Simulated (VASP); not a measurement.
# La (Im-3m) in VASP: a series of runs

La is run at these levels: LDA; tasks: electric field gradients.

Program: VASP 6.6.1. These are calculated values, not measurements. Logs are shortened: lines on timing, memory, paths and dates and some standing lists are left out, and cuts for length are marked.

### Step 1. The cell of the first run

The structure is cubic, space group Im-3m (No. 229). Conventional cell: a = 4.276 Å, b = 4.276 Å, c = 4.276 Å, α = 90.00°, β = 90.00°, γ = 90.00°. La (site symmetry m-3m) has 14 La at 3.70 to 4.28 Å within 4.9 Å.

### Step 2. Electric field gradients, LDA (volume scaled by 1.02)

Input file INCAR:

```
  PREC = Accurate
  ENCUT = 520
  EDIFF = 1E-8
  ISMEAR = -1
  SIGMA = 0.03
  LREAL = F
  LASPH = T
  NELM = 100
  ALGO = Normal
  ISIF = 2
  LWAVE = F
  LCHARG = F
  GGA = CA
  LEFG = T
  NBANDS = 12
```

Input file KPOINTS:

```
regular mesh
0
Gamma
  11 11 11
```

Input file POSCAR:

```
La
1.0
   -2.1378965873      2.1378965873      2.1378965873
    2.1378965873     -2.1378965873      2.1378965873
    2.1378965873      2.1378965873     -2.1378965873
La
1
Direct
    0.0000000000      0.0000000000      0.0000000000
```

Potentials or basis: VASP PAW LDA potentials, release 64 (La).

Launch:

```
cat potpaw_LDA.64/La/POTCAR > POTCAR
mpirun -np 1 vasp_std > vasp.out
```

OUTCAR:

```text
PREC = Accurate
   ENCUT = 520
   EDIFF = 1E-8
   ISMEAR = -1
   LREAL = F
   LASPH = T
   NELM = 100
   ISIF = 2
   GGA = CA

 ion  position               nearest neighbor table
   1  0.000  0.000  0.000-

  LATTYP: Found a body centered cubic cell.
 ALAT       =     4.2757931746

  Lattice vectors:

 A1 = (  -2.1378965873,   2.1378965873,   2.1378965873)
 A2 = (   2.1378965873,  -2.1378965873,   2.1378965873)
 A3 = (   2.1378965873,   2.1378965873,  -2.1378965873)

Analysis of symmetry for initial positions (statically):
=====================================================================
 Subroutine PRICEL returns:
 Original cell was already a primitive cell.

 Routine SETGRP: Setting up the symmetry group for a
 body centered cubic supercell.

 Subroutine GETGRP returns: Found 48 space group operations
 (whereof 48 operations were pure point group operations)
 out of a pool of 48 trial point group operations.

The static configuration has the point symmetry O_h .

Analysis of symmetry for dynamics (positions and initial velocities):
=====================================================================
 Subroutine PRICEL returns:
 Original cell was already a primitive cell.

 Routine SETGRP: Setting up the symmetry group for a
 body centered cubic supercell.

 Subroutine GETGRP returns: Found 48 space group operations
 (whereof 48 operations were pure point group operations)
 out of a pool of 48 trial point group operations.

The dynamic configuration has the point symmetry O_h .

 Subroutine INISYM returns: Found 48 space group operations
 (whereof 48 operations are pure point group operations),
 and found     1 'primitive' translations

----------------------------------------------------------------------------------------

                                     Primitive cell

  volume of cell :      39.0859

  direct lattice vectors                    reciprocal lattice vectors
    -2.137896587  2.137896587  2.137896587     0.000000000  0.233874736  0.233874736
     2.137896587 -2.137896587  2.137896587     0.233874736  0.000000000  0.233874736
     2.137896587  2.137896587 -2.137896587     0.233874736  0.233874736  0.000000000

  length of vectors
     3.702945511  3.702945511  3.702945511     0.330748824  0.330748824  0.330748824

  position of ions in fractional coordinates (direct lattice)
     0.000000000  0.000000000  0.000000000

  ion indices of the primitive-cell ions
   primitive index   ion index
                 1           1

----------------------------------------------------------------------------------------

 KPOINTS: regular mesh

Automatic generation of k-mesh.
 Grid dimensions read from file:
 generate k-points for:   11   11   11

 Generating k-lattice:

  Cartesian coordinates                     Fractional coordinates (reciprocal lattice)
     0.000000000  0.021261340  0.021261340     0.090909091  0.000000000  0.000000000
     0.021261340  0.000000000  0.021261340     0.000000000  0.090909091  0.000000000
     0.021261340  0.021261340  0.000000000     0.000000000  0.000000000  0.090909091

  Length of vectors
     0.030068075  0.030068075  0.030068075

  Shift w.r.t. Gamma in fractional coordinates (k-lattice)
     0.000000000  0.000000000  0.000000000

 Subroutine IBZKPT returns following result:
 ===========================================

 Found     56 irreducible k-points:

 Following reciprocal coordinates:
            Coordinates               Weight
  0.000000  0.000000  0.000000      1.000000
  0.090909  0.000000  0.000000     12.000000
  0.181818  0.000000  0.000000     12.000000
  0.272727  0.000000  0.000000     12.000000
  0.363636  0.000000  0.000000     12.000000
  0.454545  0.000000  0.000000     12.000000
[... 16 lines left out ...]
  0.272727  0.181818  0.090909     48.000000
  0.363636  0.181818  0.090909     24.000000
 [... further k-points ...]
   k-points           NKPTS =     56   k-points in BZ     NKDIM =     56   number of bands    NBANDS=     12
   number of dos      NEDOS =    301   number of ions     NIONS =      1
   total plane-waves  NPLWV =  21952
   dimension x,y,z NGX =    28 NGY =   28 NGZ =   28
   dimension x,y,z NGXF=    56 NGYF=   56 NGZF=   56
   ions per type =               1
   NGX,Y,Z   is equivalent  to a cutoff of  12.57, 12.57, 12.57 a.u.
   NGXF,Y,Z  is equivalent  to a cutoff of  25.14, 25.14, 25.14 a.u.
 SYSTEM =  unknown system
   PREC   = accura    normal or accurate (medium, high low for compatibility)
   ISTART =      0    job   : 0-new  1-cont  2-samecut
   ICHARG =      2    charge: 1-file 2-atom 10-const
   ISPIN  =      1    spin polarized calculation?
   LNONCOLLINEAR =      F non collinear calculations
   LSORBIT =      F    spin-orbit coupling
   LASPH  =      T    aspherical Exc in radial PAW
   ENCUT  =  520.0 eV  38.22 Ry    6.18 a.u.   6.89  6.89  6.89*2*pi/ulx,y,z
   NELM   =    100;   NELMIN=  2; NELMDL= -5     # of ELM steps
   EDIFF  = 0.1E-07   stopping-criterion for ELM
   LREAL  =      F    real-space projection
   EDIFFG = 0.1E-06   stopping-criterion for IOM
   NSW    =      0    number of steps for IOM
   IBRION =     -1    ionic relax: 0-MD 1-quasi-New 2-CG
   NFREE  =      0    steps in history (QN), initial steepest desc. (CG)
   ISIF   =      2    stress and relaxation
   ISYM   =      2    0-nonsym 1-usesym 2-fastsym
   POTIM  = 0.5000    time-step for ionic-motion
   TEBEG  =    0.0;   TEEND  =   0.0 temperature during run
   PSTRESS=    0.0 pullay stress
   NELECT =      11.0000    total number of electrons
   NUPDOWN=      -1.0000    fix difference up-down
   EMIN   =  10.00;   EMAX   =-10.00  energy-range for DOS
   EFERMI =   0.00;   METHOD = LEGACY
   ISMEAR =    -1;   SIGMA  =   0.03  broadening in eV -4-tet -1-fermi 0-gaus
   EFERMI_NEDOS =   21; number of points for ismear=-14 and -15
   IALGO  =     38    algorithm
   IMIX   =      4    mixing-type and parameters
     AMIX     =   0.40;   BMIX     =  1.00
     AMIX_MAG =   1.60;   BMIX_MAG =  1.00
  volume/ion in A,a.u.               =      39.09       263.76
  Fermi-wavevector in a.u.,A,eV,Ry     =   1.072834  2.027362 15.659924  1.150972
  Thomas-Fermi vector in A             =   2.208615
   LORBIT       =      0    0 simple, 1 ext, 2 COOP (PROOUT), +10 PAW based schemes
   GGA     = CA    functional components
   LHFCALC =     F    Hartree Fock is set to
   AEXX    =    0.0000 exact exchange contribution
   IVDW    =     0    specifies the selected vdW correction
   LEPSILON=     F    determine dielectric tensor
   LRPA    =     F    only Hartree local field effects (RPA)
 non-spin polarized calculation
  energy-cutoff  :      520.00
  volume of cell :       39.09
 maximum number of plane-waves:      1063
   NGX = 13   NGY = 13   NGZ = 13

 number of electron      10.9999998 magnetization

 Free energy of the ion-electron system (eV)
  ---------------------------------------------------
  ext. energy  EPLUGINS =         0.00000000
  ---------------------------------------------------
  free energy    TOTEN  =        -5.34365043 eV

  energy without entropy =       -5.32954583  energy(sigma->0) =       -5.33659813

 E-fermi :   7.1710     XC(G=0):  -9.5610

 val. band max:        7.1699643778   @ k =  -0.3636   0.3636   0.1818
 cond. band min:       7.1774685154   @ k =  -0.3636  -0.3636   0.0909
 fundamental gap:      0.0075041376
 Fermi energy:         7.1709943725

 k-point     1 :       0.0000    0.0000    0.0000
  band No.  band energies     occupation
      1     -25.6758      2.00000
      2      -8.7420      2.00000
      3      -8.7420      2.00000
      4      -8.7420      2.00000
      5       3.9529      2.00000
      6       8.4286      0.00000
      7       8.4286      0.00000
      8       8.4286      0.00000
      9       8.5827      0.00000
     10       8.5827      0.00000
     11       8.5828      0.00000
     12       9.0571      0.00000

 k-point     2 :       0.0909    0.0000    0.0000
  band No.  band energies     occupation
      1     -25.6624      2.00000
      2      -8.8497      2.00000
      3      -8.7738      2.00000
      4      -8.7431      2.00000
      5       4.1968      2.00000
      6       8.1643      0.00000
      7       8.1825      0.00000
      8       8.4241      0.00000
      9       8.6122      0.00000
     10       8.7275      0.00000
     11       8.7335      0.00000
     12       9.0493      0.00000
[... 316 lines left out ...]
 k-point    24 :       0.3636    0.1818    0.0909
  band No.  band energies     occupation
      1     -25.4936      2.00000
      2      -9.7472      2.00000
      3      -9.3003      2.00000
      4      -8.9530      2.00000
      5       6.4431      2.00000
      6       7.1134      1.74397
      7       8.3431      0.00000
      8       8.6601      0.00000
      9       8.7039      0.00000
     10       8.8702      0.00000
     11       8.9449      0.00000
     12       8.9656      0.00000

 [... further k-points ...]
[... 5 lines left out ...]
  --------------------------------------------------------------------------------------
  -------------------------------------------------------------------------------------
  Total       -0.9743926     -0.9743926     -0.9743926      0.0000000     -0.0000000      0.0000000
  in kB      -39.9415090    -39.9415090    -39.9415090      0.0000000     -0.0000000      0.0000000
  external PRESSURE =     -39.9415090 kB  Pullay stress =       0.0000000 kB

 VOLUME and BASIS-vectors are now :
 -----------------------------------------------------------------------------
  energy-cutoff  :      520.00
  volume of cell :       39.09
      direct lattice vectors                 reciprocal lattice vectors
    -2.137896587  2.137896587  2.137896587     0.000000000  0.233874736  0.233874736
     2.137896587 -2.137896587  2.137896587     0.233874736  0.000000000  0.233874736
     2.137896587  2.137896587 -2.137896587     0.233874736  0.233874736  0.000000000

 POSITION                                       TOTAL-FORCE (eV/Angst)
 -----------------------------------------------------------------------------------
      0.00000      0.00000      0.00000         0.000000      0.000000     -0.000000
 -----------------------------------------------------------------------------------
    total drift:                               -0.000000     -0.000000     -0.000000

  FREE ENERGIE OF THE ION-ELECTRON SYSTEM (eV)
  ---------------------------------------------------
  free  energy   TOTEN  =        -5.3436504282 eV

  energy  without entropy=       -5.3295458252  energy(sigma->0) =       -5.33659813

 Electric field gradients (V/A^2)
---------------------------------------------------------------------
 ion       V_xx      V_yy      V_zz      V_xy      V_xz      V_yz
---------------------------------------------------------------------
   1      -0.000    -0.000     0.000    -0.000    -0.000    -0.000
---------------------------------------------------------------------

 Electric field gradients after diagonalization (V/A^2)
 (convention: |V_zz| > |V_xx| > |V_yy|)
----------------------------------------------------------------------
 ion       V_xx      V_yy      V_zz     asymmetry (V_yy - V_xx)/ V_zz
----------------------------------------------------------------------
   1       0.000     0.000    -0.001       0.000
----------------------------------------------------------------------

           NMR quadrupolar parameters

 Cq : quadrupolar parameter    Cq=e*Q*V_zz/h
 eta: asymmetry parameters     (V_yy - V_xx)/ V_zz
 Q  : nuclear electric quadrupole moment in mb (millibarn)
----------------------------------------------------------------------
 ion       Cq(MHz)       eta       Q (mb)
----------------------------------------------------------------------
   1      -0.000       0.000       1.000
----------------------------------------------------------------------
```

Run time: 32 s. Hardware: 1 thread of Intel Xeon Platinum 8375C at 2.90GHz (Ice Lake), shared host; peak memory 0.16 GiB.

What came out:

- Free energy: -5.3437 eV
- Pressure: -4.0 GPa

Levels at points of the mesh, in eV from the Fermi level:
```tsv
k point	band 2	band 3	band 4	band 5	band 6	band 7	band 8	band 9	band 10	band 11
(0.00, 0.00, 0.00)	-15.91	-15.91	-15.91	-3.22	1.26	1.26	1.26	1.41	1.41	1.41
```

Caveat: without QUAD_EFG the Cq values of the log hold for a quadrupole moment of 1 mb, not for the nuclei; spin-orbit coupling is left out, which moves the levels of the heavy elements.

### Step 3. Electric field gradients, LDA (volume scaled by 1.04)

Input file INCAR:

```
SYSTEM = La
  PREC = Accurate
  ENCUT = 520
  EDIFF = 1E-8
  ISMEAR = -1
  SIGMA = 0.03
  LREAL = .FALSE.
  LASPH = .TRUE.
  NELM = 60
  ALGO = Normal
  ISIF = 2
  LWAVE = .FALSE.
  LCHARG = .FALSE.
  LEFG = .TRUE.
  NBANDS = 12
```

Input file KPOINTS:

```
regular mesh
0
G
  11 11 11
  0 0 0
```

Input file POSCAR:

```
La
1.0
   -2.1517794217      2.1517794217      2.1517794217
    2.1517794217     -2.1517794217      2.1517794217
    2.1517794217      2.1517794217     -2.1517794217
La
1
Direct
    0.0000000000      0.0000000000      0.0000000000
```

Potentials or basis: VASP PAW LDA potentials, release 64 (La).

Launch:

```
cat potpaw_LDA.64/La/POTCAR > POTCAR
mpirun -np 1 vasp_std > vasp.out
```

OUTCAR:

```text
SYSTEM = La
   PREC = Accurate
   ENCUT = 520
   EDIFF = 1E-8
   ISMEAR = -1
   LREAL = .FALSE.
   LASPH = .TRUE.
   NELM = 60
   ISIF = 2

 ion  position               nearest neighbor table
   1  0.000  0.000  0.000-

  LATTYP: Found a body centered cubic cell.
 ALAT       =     4.3035588434

  Lattice vectors:

 A1 = (  -2.1517794217,   2.1517794217,   2.1517794217)
 A2 = (   2.1517794217,  -2.1517794217,   2.1517794217)
 A3 = (   2.1517794217,   2.1517794217,  -2.1517794217)

Analysis of symmetry for initial positions (statically):
=====================================================================
 Subroutine PRICEL returns:
 Original cell was already a primitive cell.

 Routine SETGRP: Setting up the symmetry group for a
 body centered cubic supercell.

 Subroutine GETGRP returns: Found 48 space group operations
 (whereof 48 operations were pure point group operations)
 out of a pool of 48 trial point group operations.

The static configuration has the point symmetry O_h .
[... 539 lines left out ...]
  energy-cutoff  :      520.00
  volume of cell :       39.85
      direct lattice vectors                 reciprocal lattice vectors
    -2.151779422  2.151779422  2.151779422     0.000000000  0.232365825  0.232365825
     2.151779422 -2.151779422  2.151779422     0.232365825  0.000000000  0.232365825
     2.151779422  2.151779422 -2.151779422     0.232365825  0.232365825  0.000000000

 POSITION                                       TOTAL-FORCE (eV/Angst)
 -----------------------------------------------------------------------------------
      0.00000      0.00000      0.00000         0.000000      0.000000      0.000000
 -----------------------------------------------------------------------------------
    total drift:                               -0.000000      0.000000      0.000000

  FREE ENERGIE OF THE ION-ELECTRON SYSTEM (eV)
  ---------------------------------------------------
  free  energy   TOTEN  =        -5.3238111777 eV

  energy  without entropy=       -5.3096314757  energy(sigma->0) =       -5.31672133

 Electric field gradients (V/A^2)
---------------------------------------------------------------------
 ion       V_xx      V_yy      V_zz      V_xy      V_xz      V_yz
---------------------------------------------------------------------
   1      -0.000    -0.000    -0.000    -0.000    -0.000    -0.000
---------------------------------------------------------------------

 Electric field gradients after diagonalization (V/A^2)
 (convention: |V_zz| > |V_xx| > |V_yy|)
----------------------------------------------------------------------
 ion       V_xx      V_yy      V_zz     asymmetry (V_yy - V_xx)/ V_zz
----------------------------------------------------------------------
   1       0.000     0.000    -0.001       0.000
----------------------------------------------------------------------

           NMR quadrupolar parameters

 Cq : quadrupolar parameter    Cq=e*Q*V_zz/h
 eta: asymmetry parameters     (V_yy - V_xx)/ V_zz
 Q  : nuclear electric quadrupole moment in mb (millibarn)
----------------------------------------------------------------------
 ion       Cq(MHz)       eta       Q (mb)
----------------------------------------------------------------------
   1      -0.000       0.000       1.000
----------------------------------------------------------------------
```

stdout:

```text
POSCAR found type information on POSCAR La
 POSCAR found :  1 types and       1 ions
 scaLAPACK will be used
 LDA part: xc-table for (Slater(with rela. corr.)+CA(PZ))
 , standard interpolation
 POSCAR, INCAR and KPOINTS ok, starting setup
 FFT: planning ... GRIDC
 FFT: planning ... GRID_SOFT
 FFT: planning ... GRID
 WAVECAR not read
 entering main loop
ion   1
```

Wall time 36 s (1 thread of Intel Xeon Platinum 8375C at 2.90GHz (Ice Lake), shared host); peak memory 0.16 GiB.

What came out:

| Item | Value |
| --- | --- |
| Free energy | -5.3238 eV |
| Pressure | -4.3 GPa |

Caveat: without QUAD_EFG the Cq values of the log hold for a quadrupole moment of 1 mb, not for the nuclei; spin-orbit coupling is left out, which moves the levels of the heavy elements.
